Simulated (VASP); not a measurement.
# Ir (Pmma) in VASP: notebook

The runs below take Ir through single point, with PBEsol.

Everything below comes from runs of VASP 6.6.1. Logs are shortened: lines on timing, memory, paths and dates and some standing lists are left out, and cuts for length are marked.

### Step 1. The cell of the first run

The structure is orthorhombic, space group Pmma (No. 51). Conventional cell: a = 12.238 Å, b = 2.233 Å, c = 7.193 Å, α = 90.00°, β = 90.00°, γ = 90.00°. Ir (site symmetry mm2) has 2 Ir at 2.23 Å within 3.0 Å.

### Step 2. Single point, PBEsol

INCAR reads:

```
SYSTEM = Ir
  PREC = Accurate
  ENCUT = 520
  EDIFF = 1E-6
  ISMEAR = 1
  SIGMA = 0.3
  LREAL = .False.
  LASPH = .True.
  NELM = 100
  ALGO = Normal
  ISIF = 2
  LWAVE = .False.
  LCHARG = .False.
  GGA = PS
  NBANDS = 16
```

KPOINTS reads:

```
Automatic mesh
0
Gamma
  3 12 4
  0 0 0
```

POSCAR reads:

```
Ir
1.0
   12.2384552500      0.0000000000      0.0000000000
    0.0000000000      2.2334312600      0.0000000000
    0.0000000000      0.0000000000      7.1930008000
Ir
2
Direct
    0.2500000000      0.0000000000      0.1639884000
    0.7500000000      0.0000000000      0.8360116000
```

Potentials or basis: VASP PAW PBE potentials, release 64 (Ir).

Launch:

```
$ cat potpaw_PBE.64/Ir/POTCAR > POTCAR
$ mpirun -np 1 vasp_std > vasp.out
```

OUTCAR:

```text
SYSTEM = Ir
   PREC = Accurate
   ENCUT = 520
   EDIFF = 1E-6
   ISMEAR = 1
   LREAL = .False.
   LASPH = .True.
   NELM = 100
   ISIF = 2
   GGA = PS

 ion  position               nearest neighbor table
   1  0.250  0.000  0.164-
   2  0.750  0.000  0.836-

  LATTYP: Found a simple orthorhombic cell.
 ALAT       =     2.2334312600
 B/A-ratio  =     3.2206054105
 C/A-ratio  =     5.4796650648

  Lattice vectors:

 A1 = (   0.0000000000,   2.2334312600,   0.0000000000)
 A2 = (   0.0000000000,   0.0000000000,   7.1930008000)
 A3 = (  12.2384552500,   0.0000000000,   0.0000000000)

Analysis of symmetry for initial positions (statically):
=====================================================================
 Subroutine PRICEL returns:
 Original cell was already a primitive cell.

 Routine SETGRP: Setting up the symmetry group for a
 simple orthorhombic supercell.

 Subroutine GETGRP returns: Found  8 space group operations
 (whereof  4 operations were pure point group operations)
 out of a pool of  8 trial point group operations.

The static configuration has the point symmetry C_2h.
 The point group associated with its full space group is D_2h.

Analysis of symmetry for dynamics (positions and initial velocities):
=====================================================================
 Subroutine PRICEL returns:
 Original cell was already a primitive cell.

 Routine SETGRP: Setting up the symmetry group for a
 simple orthorhombic supercell.

 Subroutine GETGRP returns: Found  8 space group operations
 (whereof  4 operations were pure point group operations)
 out of a pool of  8 trial point group operations.

The dynamic configuration has the point symmetry C_2h.
 The point group associated with its full space group is D_2h.

 Subroutine INISYM returns: Found  8 space group operations
 (whereof  4 operations are pure point group operations),
 and found     1 'primitive' translations

----------------------------------------------------------------------------------------

                                     Primitive cell

  volume of cell :     196.6117

  direct lattice vectors                    reciprocal lattice vectors
    12.238455250  0.000000000  0.000000000     0.081709659  0.000000000  0.000000000
     0.000000000  2.233431260  0.000000000     0.000000000  0.447741562  0.000000000
     0.000000000  0.000000000  7.193000800     0.000000000  0.000000000  0.139024036

  length of vectors
    12.238455250  2.233431260  7.193000800     0.081709659  0.447741562  0.139024036

  position of ions in fractional coordinates (direct lattice)
     0.250000000  0.000000000  0.163988400
     0.750000000  0.000000000  0.836011600

  ion indices of the primitive-cell ions
   primitive index   ion index
                 1           1
                 2           2

----------------------------------------------------------------------------------------

 KPOINTS: Automatic mesh

Automatic generation of k-mesh.
 Grid dimensions read from file:
 generate k-points for:    3   12    4

 Generating k-lattice:

  Cartesian coordinates                     Fractional coordinates (reciprocal lattice)
     0.027236553  0.000000000  0.000000000     0.333333333  0.000000000  0.000000000
     0.000000000  0.037311797  0.000000000     0.000000000  0.083333333  0.000000000
     0.000000000  0.000000000  0.034756009     0.000000000  0.000000000  0.250000000

  Length of vectors
     0.027236553  0.037311797  0.034756009

  Shift w.r.t. Gamma in fractional coordinates (k-lattice)
     0.000000000  0.000000000  0.000000000

 Subroutine IBZKPT returns following result:
 ===========================================

 Found     42 irreducible k-points:

 Following reciprocal coordinates:
            Coordinates               Weight
  0.000000  0.000000  0.000000      1.000000
  0.333333  0.000000  0.000000      2.000000
  0.000000  0.083333  0.000000      2.000000
  0.333333  0.083333  0.000000      4.000000
  0.000000  0.166667  0.000000      2.000000
  0.333333  0.166667  0.000000      4.000000
[... 16 lines left out ...]
  0.000000  0.333333  0.250000      4.000000
  0.333333  0.333333  0.250000      8.000000
 [... further k-points ...]
   k-points           NKPTS =     42   k-points in BZ     NKDIM =     42   number of bands    NBANDS=     16
   number of dos      NEDOS =    301   number of ions     NIONS =      2
   total plane-waves  NPLWV =  93312
   dimension x,y,z NGX =    96 NGY =   18 NGZ =   54
   dimension x,y,z NGXF=   192 NGYF=   36 NGZF=  108
   ions per type =               2
   NGX,Y,Z   is equivalent  to a cutoff of  13.04, 13.40, 12.48 a.u.
   NGXF,Y,Z  is equivalent  to a cutoff of  26.08, 26.80, 24.96 a.u.
 SYSTEM =  Ir
   PREC   = accura    normal or accurate (medium, high low for compatibility)
   ISTART =      0    job   : 0-new  1-cont  2-samecut
   ICHARG =      2    charge: 1-file 2-atom 10-const
   ISPIN  =      1    spin polarized calculation?
   LNONCOLLINEAR =      F non collinear calculations
   LSORBIT =      F    spin-orbit coupling
   LASPH  =      T    aspherical Exc in radial PAW
   ENCUT  =  520.0 eV  38.22 Ry    6.18 a.u.  22.76  4.15 13.37*2*pi/ulx,y,z
   NELM   =    100;   NELMIN=  2; NELMDL= -5     # of ELM steps
   EDIFF  = 0.1E-05   stopping-criterion for ELM
   LREAL  =      F    real-space projection
   EDIFFG = 0.1E-04   stopping-criterion for IOM
   NSW    =      0    number of steps for IOM
   IBRION =     -1    ionic relax: 0-MD 1-quasi-New 2-CG
   NFREE  =      0    steps in history (QN), initial steepest desc. (CG)
   ISIF   =      2    stress and relaxation
   ISYM   =      2    0-nonsym 1-usesym 2-fastsym
   POTIM  = 0.5000    time-step for ionic-motion
   TEBEG  =    0.0;   TEEND  =   0.0 temperature during run
   PSTRESS=    0.0 pullay stress
   NELECT =      18.0000    total number of electrons
   NUPDOWN=      -1.0000    fix difference up-down
   EMIN   =  10.00;   EMAX   =-10.00  energy-range for DOS
   EFERMI =   0.00;   METHOD = LEGACY
   ISMEAR =     1;   SIGMA  =   0.30  broadening in eV -4-tet -1-fermi 0-gaus
   EFERMI_NEDOS =   21; number of points for ismear=-14 and -15
   IALGO  =     38    algorithm
   IMIX   =      4    mixing-type and parameters
     AMIX     =   0.40;   BMIX     =  1.00
     AMIX_MAG =   1.60;   BMIX_MAG =  1.00
  volume/ion in A,a.u.               =      98.31       663.40
  Fermi-wavevector in a.u.,A,eV,Ry     =   0.737841  1.394317  7.407131  0.544409
  Thomas-Fermi vector in A             =   1.831619
   LORBIT       =      0    0 simple, 1 ext, 2 COOP (PROOUT), +10 PAW based schemes
   GGA     = PS    functional components
   LHFCALC =     F    Hartree Fock is set to
   AEXX    =    0.0000 exact exchange contribution
   IVDW    =     0    specifies the selected vdW correction
   LEPSILON=     F    determine dielectric tensor
   LRPA    =     F    only Hartree local field effects (RPA)
 non-spin polarized calculation
 Methfessel and Paxton  Order N= 1 SIGMA  =   0.30
  energy-cutoff  :      520.00
  volume of cell :      196.61
 maximum number of plane-waves:      5340
 NGX is ok and might be reduce to    96
   NGX = 45   NGY =  9   NGZ = 27

 number of electron      18.0000000 magnetization

 Free energy of the ion-electron system (eV)
  ---------------------------------------------------
  ext. energy  EPLUGINS =         0.00000000
  ---------------------------------------------------
  free energy    TOTEN  =       -10.94389114 eV

  energy without entropy =      -10.90315057  energy(sigma->0) =      -10.93031095

 E-fermi :  -3.7278     XC(G=0):  -4.1503

 val. band max:       -3.8360210223   @ k =   0.0000   0.3333   0.5000
 cond. band min:      -3.7188699222   @ k =   0.3333   0.4167   0.0000
 fundamental gap:      0.1171511001
 Fermi energy:        -3.7277832067

 k-point     1 :       0.0000    0.0000    0.0000
  band No.  band energies     occupation
      1     -11.2567      2.00000
      2     -11.2563      2.00000
      3      -5.8931      2.00000
      4      -5.8366      2.00000
      5      -5.3073      2.00000
      6      -5.3038      2.00000
[... 8 lines left out ...]
     15      -0.4176     -0.00000
     16      -0.3114     -0.00000

 k-point     2 :       0.3333    0.0000    0.0000
  band No.  band energies     occupation
      1     -11.2566      2.00000
      2     -11.2564      2.00000
      3      -5.8792      2.00000
      4      -5.8510      2.00000
      5      -5.3082      2.00000
      6      -5.3073      2.00000
[... 8 lines left out ...]
     15      -0.4264     -0.00000
     16      -0.4263     -0.00000

 k-point     3 :       0.0000    0.0833    0.0000
  band No.  band energies     occupation
      1     -10.6086      2.00000
      2     -10.6082      2.00000
      3      -5.7257      2.00000
      4      -5.6703      2.00000
      5      -5.2076      2.00000
      6      -5.2042      2.00000
[... 8 lines left out ...]
     15       0.5156     -0.00000
     16       0.6268     -0.00000

 k-point     4 :       0.3333    0.0833    0.0000
  band No.  band energies     occupation
      1     -10.6085      2.00000
      2     -10.6083      2.00000
      3      -5.7121      2.00000
      4      -5.6844      2.00000
      5      -5.2084      2.00000
      6      -5.2076      2.00000
[... 8 lines left out ...]
     15       0.4907     -0.00000
     16       0.5035     -0.00000
[... 324 lines left out ...]
 k-point    22 :       0.3333    0.2500    0.2500
  band No.  band energies     occupation
      1      -6.0112      2.00000
      2      -6.0112      2.00000
      3      -5.8963      2.00000
      4      -5.8949      2.00000
      5      -5.8936      2.00000
      6      -5.8922      2.00000
[... 8 lines left out ...]
     15       2.4918      0.00000
     16       2.8249      0.00000

 k-point    23 :       0.0000    0.3333    0.2500
  band No.  band energies     occupation
      1      -7.2343      2.00000
      2      -7.2333      2.00000
      3      -7.2331      2.00000
      4      -7.2321      2.00000
      5      -4.0695      2.06839
      6      -4.0692      2.06831
[... 8 lines left out ...]
     15       3.9245      0.00000
     16       4.4338      0.00000

 k-point    24 :       0.3333    0.3333    0.2500
  band No.  band energies     occupation
      1      -7.2340      2.00000
      2      -7.2334      2.00000
      3      -7.2330      2.00000
      4      -7.2324      2.00000
      5      -4.0703      2.06854
      6      -4.0700      2.06848
[... 8 lines left out ...]
     15       3.9652      0.00000
     16       4.3126      0.00000

 [... further k-points ...]
[... 5 lines left out ...]
  --------------------------------------------------------------------------------------
  -------------------------------------------------------------------------------------
  Total       -0.0285087      1.2229067     -0.0221827      0.0000000      0.0000000      0.0000000
  in kB       -0.2323154      9.9653973     -0.1807653      0.0000000      0.0000000      0.0000000
  external PRESSURE =       3.1841055 kB  Pullay stress =       0.0000000 kB

 VOLUME and BASIS-vectors are now :
 -----------------------------------------------------------------------------
  energy-cutoff  :      520.00
  volume of cell :      196.61
      direct lattice vectors                 reciprocal lattice vectors
    12.238455250  0.000000000  0.000000000     0.081709659  0.000000000  0.000000000
     0.000000000  2.233431260  0.000000000     0.000000000  0.447741562  0.000000000
     0.000000000  0.000000000  7.193000800     0.000000000  0.000000000  0.139024036

 POSITION                                       TOTAL-FORCE (eV/Angst)
 -----------------------------------------------------------------------------------
      3.05961      0.00000      1.17957         0.000000      0.000000     -0.000704
      9.17884      0.00000      6.01343        -0.000000      0.000000      0.000704
 -----------------------------------------------------------------------------------
    total drift:                                0.000000      0.000000     -0.000000

  FREE ENERGIE OF THE ION-ELECTRON SYSTEM (eV)
  ---------------------------------------------------
  free  energy   TOTEN  =       -10.9438911374 eV

  energy  without entropy=      -10.9031505714  energy(sigma->0) =      -10.93031095
```

Wall time 1.8 min (1 thread of Intel Xeon 8259CL, shared host); peak memory 0.36 GiB.

Results:

```
Free energy            : -10.9439 eV
Pressure               : 0.3 GPa
Band gap on the k mesh : zero (bands 9 and 10 overlap by 3.29 eV)
```

Caveat: so wide a smearing shifts energies and pressures; the PAW data sets were made with another functional, which shifts forces and pressure a little; spin-orbit coupling is left out, which moves the levels of the heavy elements.

(Part 1 of 2 ends here.)
